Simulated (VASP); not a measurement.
# InSb (Fmmm) in VASP: further runs

InSb is run at these levels: PBE; tasks: single point.

Everything below comes from runs of VASP 6.6.1. Logs are shortened: lines on timing, memory, paths and dates and some standing lists are left out, and cuts for length are marked.

**1. The cell of the first run**

Symmetry: Fmmm, No. 69, orthorhombic system. The conventional cell has a = 5.535 Å, b = 6.232 Å, c = 6.684 Å, α = 90.00°, β = 90.00°, γ = 90.00°. Within 3.6 Å of In (site symmetry mmm) lie 6 Sb at 2.77 to 3.34 Å. Within 3.6 Å of Sb (site symmetry mmm) lie 6 In at 2.77 to 3.34 Å.

**2. Single point, PBE**

INCAR reads:

```
ALGO     = Normal         # electronic algorithm
EDIFF    = 1E-6           # SCF threshold, eV
ENCUT    = 520            # plane-wave cutoff, eV
GGA      = PE             # functional
ISIF     = 2              # what is computed and relaxed
ISMEAR   = 0              # smearing method
LASPH    = T              # aspherical terms in the spheres
LCHARG   = F              # write CHGCAR
LREAL    = F              # projectors in reciprocal space
LWAVE    = F              # write WAVECAR
NBANDS   = 16             # bands
NELM     = 60             # most SCF steps
PREC     = Accurate       # precision mode
SIGMA    = 0.15           # smearing width, eV
```

KPOINTS reads:

```
k-points
0
Gamma
  12 12 12
```

POSCAR reads:

```
InSb
1.0
    0.0000000000      3.3418022332      2.7676654181
    3.1160837424      0.0000000000      2.7676654181
    3.1160837424      3.3418022332      0.0000000000
In Sb
1 1
Direct
    0.0000000000      0.0000000000      0.0000000000
    0.5000000000      0.5000000000      0.5000000000
```

Potentials or basis: VASP PAW PBE potentials, release 64 (In_d, Sb).

Started as:

```sh
cat potpaw_PBE.64/In_d/POTCAR potpaw_PBE.64/Sb/POTCAR > POTCAR
mpirun -np 1 vasp_std > vasp.out
```

OUTCAR:

```text
EDIFF = 1E-6
   ENCUT = 520
   GGA = PE
   ISIF = 2
   ISMEAR = 0
   LASPH = T
   LREAL = F
   NELM = 60
   PREC = Accurate

 ion  position               nearest neighbor table
   1  0.000  0.000  0.000-   2 2.77   2 2.77   2 3.12   2 3.12   2 3.34   2 3.34
   2  0.500  0.500  0.500-   1 2.77   1 2.77   1 3.12   1 3.12   1 3.34   1 3.34

  LATTYP: Found a face centered orthorhombic cell.
 ALAT       =     5.5353308362
 B/A-ratio  =     1.1258888889
 C/A-ratio  =     1.2074444445

  Lattice vectors:

 A1 = (   3.1160837424,   3.3418022332,   0.0000000000)
 A2 = (   0.0000000000,   3.3418022332,   2.7676654181)
 A3 = (   3.1160837424,   0.0000000000,   2.7676654181)

Analysis of symmetry for initial positions (statically):
=====================================================================
 Subroutine PRICEL returns:
 Original cell was already a primitive cell.

 Routine SETGRP: Setting up the symmetry group for a
 face centered orthorhombic supercell.

 Subroutine GETGRP returns: Found  8 space group operations
 (whereof  8 operations were pure point group operations)
 out of a pool of  8 trial point group operations.

The static configuration has the point symmetry D_2h.

Analysis of symmetry for dynamics (positions and initial velocities):
=====================================================================
 Subroutine PRICEL returns:
 Original cell was already a primitive cell.

 Routine SETGRP: Setting up the symmetry group for a
 face centered orthorhombic supercell.

 Subroutine GETGRP returns: Found  8 space group operations
 (whereof  8 operations were pure point group operations)
 out of a pool of  8 trial point group operations.

The dynamic configuration has the point symmetry D_2h.

 Subroutine INISYM returns: Found  8 space group operations
 (whereof  8 operations are pure point group operations),
 and found     1 'primitive' translations

----------------------------------------------------------------------------------------

                                     Primitive cell

  volume of cell :      57.6413

  direct lattice vectors                    reciprocal lattice vectors
     0.000000000  3.341802233  2.767665418    -0.160457819  0.149619865  0.180657675
     3.116083742  0.000000000  2.767665418     0.160457819 -0.149619865  0.180657675
[... 83 lines left out ...]
   ENCUT  =  520.0 eV  38.22 Ry    6.18 a.u.   8.07  7.75  8.50*2*pi/ulx,y,z
   NELM   =     60;   NELMIN=  2; NELMDL= -5     # of ELM steps
   EDIFF  = 0.1E-05   stopping-criterion for ELM
   LREAL  =      F    real-space projection
   EDIFFG = 0.1E-04   stopping-criterion for IOM
   NSW    =      0    number of steps for IOM
   IBRION =     -1    ionic relax: 0-MD 1-quasi-New 2-CG
   NFREE  =      0    steps in history (QN), initial steepest desc. (CG)
   ISIF   =      2    stress and relaxation
   ISYM   =      2    0-nonsym 1-usesym 2-fastsym
   POTIM  = 0.5000    time-step for ionic-motion
   TEBEG  =    0.0;   TEEND  =   0.0 temperature during run
   PSTRESS=    0.0 pullay stress
   NELECT =      18.0000    total number of electrons
   NUPDOWN=      -1.0000    fix difference up-down
   EMIN   =  10.00;   EMAX   =-10.00  energy-range for DOS
   EFERMI =   0.00;   METHOD = LEGACY
   ISMEAR =     0;   SIGMA  =   0.15  broadening in eV -4-tet -1-fermi 0-gaus
   EFERMI_NEDOS =   21; number of points for ismear=-14 and -15
   IALGO  =     38    algorithm
   IMIX   =      4    mixing-type and parameters
     AMIX     =   0.40;   BMIX     =  1.00
     AMIX_MAG =   1.60;   BMIX_MAG =  1.00
  volume/ion in A,a.u.               =      28.82       194.49
  Fermi-wavevector in a.u.,A,eV,Ry     =   1.110677  2.098876 16.784199  1.233604
  Thomas-Fermi vector in A             =   2.247232
   LORBIT       =      0    0 simple, 1 ext, 2 COOP (PROOUT), +10 PAW based schemes
   GGA     = PE    functional components
   LHFCALC =     F    Hartree Fock is set to
   AEXX    =    0.0000 exact exchange contribution
   IVDW    =     0    specifies the selected vdW correction
   LEPSILON=     F    determine dielectric tensor
   LRPA    =     F    only Hartree local field effects (RPA)
 non-spin polarized calculation
 Gauss-broadening in eV      SIGMA  =   0.15
  energy-cutoff  :      520.00
  volume of cell :       57.64
 maximum number of plane-waves:      1575
   NGX = 17   NGY = 15   NGZ = 17

 number of electron      18.0000000 magnetization

 Free energy of the ion-electron system (eV)
  ---------------------------------------------------
  ext. energy  EPLUGINS =         0.00000000
  ---------------------------------------------------
  free energy    TOTEN  =        -6.35638131 eV

  energy without entropy =       -6.34178699  energy(sigma->0) =       -6.34908415

 E-fermi :   6.6623     XC(G=0):  -9.7112

 val. band max:        6.6589799779   @ k =   0.4167   0.1667   0.0833
 cond. band min:       6.6643600798   @ k =   0.2500   0.0000   0.0000
 fundamental gap:      0.0053801018
 Fermi energy:         6.6622883426

 k-point     1 :       0.0000    0.0000    0.0000
  band No.  band energies     occupation
      1      -7.9636      2.00000
      2      -7.8599      2.00000
      3      -7.8480      2.00000
      4      -7.8370      2.00000
      5      -7.7955      2.00000
      6      -4.3451      2.00000
[... 433 lines left out ...]
      3      -7.8361      2.00000
      4      -7.8040      2.00000
      5      -7.7967      2.00000
      6      -2.4121      2.00000
[... 8 lines left out ...]
     15      15.7007      0.00000
     16      16.4039      0.00000

 [... further k-points ...]

------------------------ aborting loop because EDIFF is reached ----------------------------------------

  FORCE on cell =-STRESS in cart. coord.  units (eV):
  Direction    XX          YY          ZZ          XY          YZ          ZX
  --------------------------------------------------------------------------------------
  -------------------------------------------------------------------------------------
  Total       -0.2493702     -1.3945242      5.5198429      0.0000000      0.0000000      0.0000000
  in kB       -6.9314116    -38.7617338    153.4277284      0.0000000      0.0000000      0.0000000
  external PRESSURE =      35.9115276 kB  Pullay stress =       0.0000000 kB

 VOLUME and BASIS-vectors are now :
 -----------------------------------------------------------------------------
  energy-cutoff  :      520.00
  volume of cell :       57.64
      direct lattice vectors                 reciprocal lattice vectors
     0.000000000  3.341802233  2.767665418    -0.160457819  0.149619865  0.180657675
     3.116083742  0.000000000  2.767665418     0.160457819 -0.149619865  0.180657675
     3.116083742  3.341802233  0.000000000     0.160457819  0.149619865 -0.180657675

 POSITION                                       TOTAL-FORCE (eV/Angst)
 -----------------------------------------------------------------------------------
      0.00000      0.00000      0.00000        -0.000000      0.000000      0.000000
      3.11608      3.34180      2.76767         0.000000     -0.000000     -0.000000
 -----------------------------------------------------------------------------------
    total drift:                                0.000000     -0.000000     -0.000000

  FREE ENERGIE OF THE ION-ELECTRON SYSTEM (eV)
  ---------------------------------------------------
  free  energy   TOTEN  =        -6.3563813139 eV

  energy  without entropy=       -6.3417869898  energy(sigma->0) =       -6.34908415
```

Wall time 2.7 min (1 thread of Intel Xeon Platinum 8488C (Sapphire Rapids), shared host); peak memory 0.4 GiB.

Results:

| Item | Value |
| --- | --- |
| Free energy | -6.3564 eV |
| Pressure | 3.6 GPa |
| Band gap on the k mesh | zero (bands 9 and 10 overlap by 2.74 eV) |

Caveat: the cell differs from its parent crystal (strain +e along x and -e along y -0.0367, strain +e along z and -e/2 along x and y -0.1000); the cell stands under pressure; spin-orbit coupling is left out, which moves the levels of the heavy elements.

**3. Single point, PBE**

INCAR reads:

```
SYSTEM = InSb
PREC = Accurate ; ENCUT = 520
EDIFF = 1E-6 ; ISMEAR = 0
SIGMA = 0.15 ; LREAL = .False.
LASPH = .True. ; NELM = 100
ALGO = Normal ; ISIF = 2
LWAVE = .False. ; LCHARG = .True.
GGA = PE ; LELF = .True.
LVHAR = .True. ; NBANDS = 16
```

KPOINTS reads:

```
regular mesh
0
Gamma
  12 12 12
  0 0 0
```

POSCAR reads:

```
InSb
1.0
    0.0000000000      3.4543539602      2.7676654181
    3.0035320154      0.0000000000      2.7676654181
    3.0035320154      3.4543539602      0.0000000000
In Sb
1 1
Direct
    0.0000000000      0.0000000000      0.0000000000
    0.5000000000      0.5000000000      0.5000000000
```

Potentials or basis: VASP PAW PBE potentials, release 64 (In_d, Sb).

Started as:

```sh
cat potpaw_PBE.64/In_d/POTCAR potpaw_PBE.64/Sb/POTCAR > POTCAR
mpirun -np 1 vasp_std > vasp.out
```

It took 3 min on 1 thread of Intel Xeon Platinum 8488C (Sapphire Rapids), shared host; peak memory 0.4 GiB.

It converged, with:

| Property | Result |
| --- | --- |
| Free energy | -6.2986 eV |
| Pressure | 4.6 GPa |
| Band gap on the k mesh | zero (bands 9 and 10 overlap by 2.87 eV) |

Stress tensor (GPa, compression positive):
```
 2.37  0.00  0.00
 0.00 -4.19  0.00
 0.00  0.00 15.68
```

Levels at points of the mesh, in eV from the Fermi level:
| k point | band 7 | band 8 | band 9 | band 10 | band 11 | band 12 |
| --- | --- | --- | --- | --- | --- | --- |
| (0.00, 0.00, 0.00) | -1.08 | -0.13 | -0.09 | 0.69 | 3.69 | 5.62 |
| (0.50, 0.00, 0.00) | -6.62 | -0.29 | 0.73 | 1.26 | 2.51 | 3.77 |
| (0.50, 0.50, 0.00) | -4.55 | -3.91 | -3.28 | -1.79 | 2.95 | 6.19 |
| (0.50, 0.00, 0.50) | -4.39 | -2.18 | -1.92 | -1.21 | 3.78 | 7.54 |
| (0.00, 0.50, 0.50) | -4.58 | -3.34 | -3.32 | -0.92 | 3.42 | 5.20 |

Caveat: the cell differs from its parent crystal (strain +e along x and -e along y -0.0733, strain +e along z and -e/2 along x and y -0.1000); the cell stands under pressure; spin-orbit coupling is left out, which moves the levels of the heavy elements.
